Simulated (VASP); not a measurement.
# AgCl (P6_3/mmc) in VASP: a series of runs, part 2 of 2

VASP 6.6.1. The steps go on from the part before.

## Step 6: Single point, PBE (volume changed by +6%)

Input file INCAR:

```
PREC = Accurate
ENCUT = 520
EDIFF = 1E-6
ISMEAR = 0
SIGMA = 0.01
LREAL = False
LASPH = True
NELM = 80
ALGO = Normal
ISIF = 2
LWAVE = False
LCHARG = False
GGA = PE
NBANDS = 26
```

Input file KPOINTS:

```
regular mesh
0
Gamma
  6 6 4
```

Input file POSCAR:

```
AgCl
1.0
    4.1538388432      0.0000000000      0.0000000000
   -2.0769194216      3.5973299615      0.0000000000
    0.0000000000      0.0000000000      6.3214313952
Ag Cl
2 2
Direct
    0.0000000000      0.0000000000      0.0000000000
    0.0000000000      0.0000000000      0.5000000000
    0.3333333333      0.6666666667      0.2500000000
    0.6666666667      0.3333333333      0.7500000000
```

Potentials or basis: VASP PAW PBE potentials, release 64 (Ag, Cl).

Command:

```console
$ cat potpaw_PBE.64/Ag/POTCAR potpaw_PBE.64/Cl/POTCAR > POTCAR
$ mpirun -np 1 vasp_std > vasp.out
```

OUTCAR:

```text
PREC = Accurate
   ENCUT = 520
   EDIFF = 1E-6
   ISMEAR = 0
   LREAL = False
   LASPH = True
   NELM = 80
   ISIF = 2
   GGA = PE

 ion  position               nearest neighbor table
   1  0.000  0.000  0.000-   3 2.87   4 2.87   4 2.87   3 2.87   4 2.87   3 2.87   2 3.16   2 3.16

   2  0.000  0.000  0.500-   3 2.87   4 2.87   4 2.87   3 2.87   4 2.87   3 2.87   1 3.16   1 3.16

   3  0.333  0.667  0.250-   1 2.87   2 2.87   1 2.87   2 2.87   1 2.87   2 2.87
   4  0.667  0.333  0.750-   1 2.87   2 2.87   1 2.87   2 2.87   1 2.87   2 2.87

  LATTYP: Found a hexagonal cell.
 ALAT       =     4.1538388432
 C/A-ratio  =     1.5218287550

  Lattice vectors:

 A1 = (   4.1538388432,   0.0000000000,   0.0000000000)
 A2 = (  -2.0769194216,   3.5973299615,   0.0000000000)
 A3 = (   0.0000000000,   0.0000000000,   6.3214313952)

Analysis of symmetry for initial positions (statically):
=====================================================================
 Subroutine PRICEL returns:
 Original cell was already a primitive cell.

 Routine SETGRP: Setting up the symmetry group for a
 hexagonal supercell.

 Subroutine GETGRP returns: Found 24 space group operations
 (whereof 12 operations were pure point group operations)
 out of a pool of 24 trial point group operations.

The static configuration has the point symmetry D_3d.
 The point group associated with its full space group is D_6h.

Analysis of symmetry for dynamics (positions and initial velocities):
=====================================================================
 Subroutine PRICEL returns:
 Original cell was already a primitive cell.

 Routine SETGRP: Setting up the symmetry group for a
 hexagonal supercell.

 Subroutine GETGRP returns: Found 24 space group operations
 (whereof 12 operations were pure point group operations)
 out of a pool of 24 trial point group operations.

The dynamic configuration has the point symmetry D_3d.
 The point group associated with its full space group is D_6h.

 Subroutine INISYM returns: Found 24 space group operations
 (whereof 12 operations are pure point group operations),
 and found     1 'primitive' translations

----------------------------------------------------------------------------------------

                                     Primitive cell

  volume of cell :      94.4594

  direct lattice vectors                    reciprocal lattice vectors
     4.153838843  0.000000000  0.000000000     0.240741164  0.138991976  0.000000000
    -2.076919422  3.597329961  0.000000000     0.000000000  0.277983952  0.000000000
     0.000000000  0.000000000  6.321431395     0.000000000  0.000000000  0.158192020

  length of vectors
     4.153838843  4.153838843  6.321431395     0.277983952  0.277983952  0.158192020

  position of ions in fractional coordinates (direct lattice)
     0.000000000  0.000000000  0.000000000
     0.000000000  0.000000000  0.500000000
     0.333333333  0.666666667  0.250000000
     0.666666667  0.333333333  0.750000000

  ion indices of the primitive-cell ions
   primitive index   ion index
                 1           1
[... 22 lines left out ...]
  Shift w.r.t. Gamma in fractional coordinates (k-lattice)
     0.000000000  0.000000000  0.000000000

 Subroutine IBZKPT returns following result:
 ===========================================

 Found     21 irreducible k-points:

 Following reciprocal coordinates:
            Coordinates               Weight
  0.000000  0.000000  0.000000      1.000000
  0.166667  0.000000  0.000000      6.000000
  0.333333  0.000000  0.000000      6.000000
  0.500000 -0.000000  0.000000      3.000000
  0.166667  0.166667  0.000000      6.000000
  0.333333  0.166667  0.000000     12.000000
[... 13 lines left out ...]
  0.333333  0.166667  0.500000     12.000000
  0.333333  0.333333  0.500000      2.000000
   k-points           NKPTS =     21   k-points in BZ     NKDIM =     21   number of bands    NBANDS=     26
   number of dos      NEDOS =    301   number of ions     NIONS =      4
   total plane-waves  NPLWV =  49152
   dimension x,y,z NGX =    32 NGY =   32 NGZ =   48
   dimension x,y,z NGXF=    64 NGYF=   64 NGZF=   96
   ions per type =               2   2
   NGX,Y,Z   is equivalent  to a cutoff of  12.81, 12.81, 12.62 a.u.
   NGXF,Y,Z  is equivalent  to a cutoff of  25.61, 25.61, 25.25 a.u.
 SYSTEM =  unknown system
   PREC   = accura    normal or accurate (medium, high low for compatibility)
   ISTART =      0    job   : 0-new  1-cont  2-samecut
   ICHARG =      2    charge: 1-file 2-atom 10-const
   ISPIN  =      1    spin polarized calculation?
   LNONCOLLINEAR =      F non collinear calculations
   LSORBIT =      F    spin-orbit coupling
   LASPH  =      T    aspherical Exc in radial PAW
   ENCUT  =  520.0 eV  38.22 Ry    6.18 a.u.   7.72  7.72 11.75*2*pi/ulx,y,z
   NELM   =     80;   NELMIN=  2; NELMDL= -5     # of ELM steps
   EDIFF  = 0.1E-05   stopping-criterion for ELM
   LREAL  =      F    real-space projection
   EDIFFG = 0.1E-04   stopping-criterion for IOM
   NSW    =      0    number of steps for IOM
   IBRION =     -1    ionic relax: 0-MD 1-quasi-New 2-CG
   NFREE  =      0    steps in history (QN), initial steepest desc. (CG)
   ISIF   =      2    stress and relaxation
   ISYM   =      2    0-nonsym 1-usesym 2-fastsym
   POTIM  = 0.5000    time-step for ionic-motion
   TEBEG  =    0.0;   TEEND  =   0.0 temperature during run
   PSTRESS=    0.0 pullay stress
   NELECT =      36.0000    total number of electrons
   NUPDOWN=      -1.0000    fix difference up-down
   EMIN   =  10.00;   EMAX   =-10.00  energy-range for DOS
   EFERMI =   0.00;   METHOD = LEGACY
   ISMEAR =     0;   SIGMA  =   0.01  broadening in eV -4-tet -1-fermi 0-gaus
   EFERMI_NEDOS =   21; number of points for ismear=-14 and -15
   IALGO  =     38    algorithm
   IMIX   =      4    mixing-type and parameters
     AMIX     =   0.40;   BMIX     =  1.00
     AMIX_MAG =   1.60;   BMIX_MAG =  1.00
  volume/ion in A,a.u.               =      23.61       159.36
  Fermi-wavevector in a.u.,A,eV,Ry     =   1.186936  2.242983 19.168112  1.408817
  Thomas-Fermi vector in A             =   2.323098
   LORBIT       =      0    0 simple, 1 ext, 2 COOP (PROOUT), +10 PAW based schemes
   GGA     = PE    functional components
   LHFCALC =     F    Hartree Fock is set to
   AEXX    =    0.0000 exact exchange contribution
   IVDW    =     0    specifies the selected vdW correction
   LEPSILON=     F    determine dielectric tensor
   LRPA    =     F    only Hartree local field effects (RPA)
 non-spin polarized calculation
 Gauss-broadening in eV      SIGMA  =   0.01
  energy-cutoff  :      520.00
  volume of cell :       94.46
 maximum number of plane-waves:      2568
 NGX is ok and might be reduce to    32
   NGX = 15   NGY = 15   NGZ = 23

 number of electron      36.0000002 magnetization

 Free energy of the ion-electron system (eV)
  ---------------------------------------------------
  ext. energy  EPLUGINS =         0.00000000
  ---------------------------------------------------
  free energy    TOTEN  =       -10.75818831 eV

  energy without entropy =      -10.75818831  energy(sigma->0) =      -10.75818831

 E-fermi :   2.5474     XC(G=0):  -9.4025

 val. band max:        2.4904542208   @ k =   0.0000   0.0000   0.0000
 cond. band min:       3.4069070507   @ k =   0.0000   0.0000   0.0000
 fundamental gap:      0.9164528299
 Fermi energy:         2.5474447565

 k-point     1 :       0.0000    0.0000    0.0000
  band No.  band energies     occupation
      1     -11.9140      2.00000
      2     -11.5390      2.00000
      3      -1.7557      2.00000
      4      -1.1700      2.00000
      5      -1.1700      2.00000
      6      -0.2915      2.00000
[... 598 lines left out ...]
     25      11.8564      0.00000
     26      11.8564      0.00000

------------------------ aborting loop because EDIFF is reached ----------------------------------------

  FORCE on cell =-STRESS in cart. coord.  units (eV):
  Direction    XX          YY          ZZ          XY          YZ          ZX
  --------------------------------------------------------------------------------------
  -------------------------------------------------------------------------------------
  Total       -1.3629095     -1.3629095     -1.2981545      0.0000000     -0.0000000      0.0000000
  in kB      -23.1170409    -23.1170409    -22.0186980      0.0000000     -0.0000000      0.0000000
  external PRESSURE =     -22.7509266 kB  Pullay stress =       0.0000000 kB

 VOLUME and BASIS-vectors are now :
 -----------------------------------------------------------------------------
  energy-cutoff  :      520.00
  volume of cell :       94.46
      direct lattice vectors                 reciprocal lattice vectors
     4.153838843  0.000000000  0.000000000     0.240741164  0.138991976  0.000000000
    -2.076919422  3.597329961  0.000000000     0.000000000  0.277983952  0.000000000
     0.000000000  0.000000000  6.321431395     0.000000000  0.000000000  0.158192020

 POSITION                                       TOTAL-FORCE (eV/Angst)
 -----------------------------------------------------------------------------------
      0.00000      0.00000      0.00000        -0.000000      0.000000     -0.000000
      0.00000      0.00000      3.16072        -0.000000      0.000000     -0.000000
     -0.00000      2.39822      1.58036        -0.000000      0.000000     -0.000000
      2.07692      1.19911      4.74107         0.000000     -0.000000      0.000000
 -----------------------------------------------------------------------------------
    total drift:                                0.000000     -0.000000      0.000000

  FREE ENERGIE OF THE ION-ELECTRON SYSTEM (eV)
  ---------------------------------------------------
  free  energy   TOTEN  =       -10.7581883070 eV

  energy  without entropy=      -10.7581883070  energy(sigma->0) =      -10.75818831
```

It took 15 s on 1 thread of Intel Xeon 6975P-C (Granite Rapids), shared host; peak memory 0.22 GiB.

What came out:

```yaml
Free_energy: -10.7582 eV
Pressure: -2.3 GPa
Band_gap_on_the_k_mesh: 0.92 eV, direct
```

## Step 7: The runs side by side

| cell | gap on the mesh (eV) | pressure (GPa) |
| --- | --- | --- |
| a = 3.991, b = 3.991, c = 6.073 Å, angles 90.0, 90.0, 120.0°, 4 atoms | 0.91 | 3.0 |
| a = 4.033, b = 4.033, c = 6.137 Å, angles 90.0, 90.0, 120.0°, 4 atoms | 0.91 | 1.3 |
| a = 4.074, b = 4.074, c = 6.200 Å, angles 90.0, 90.0, 120.0°, 4 atoms | 0.91 | -0.1 |
| a = 4.114, b = 4.114, c = 6.261 Å, angles 90.0, 90.0, 120.0°, 4 atoms | 0.91 | -1.3 |
| a = 4.154, b = 4.154, c = 6.321 Å, angles 90.0, 90.0, 120.0°, 4 atoms | 0.92 | -2.3 |

Alike in all rows: task single point; level PBE; potentials or basis VASP PAW PBE potentials, release 64 (Ag, Cl); no spin polarisation; k mesh 6 × 6 × 4; cutoff (eV) 520; smearing gaussian 0.01 eV.

Total energies depend on the potentials used, so only differences within one code and one set of settings carry meaning.
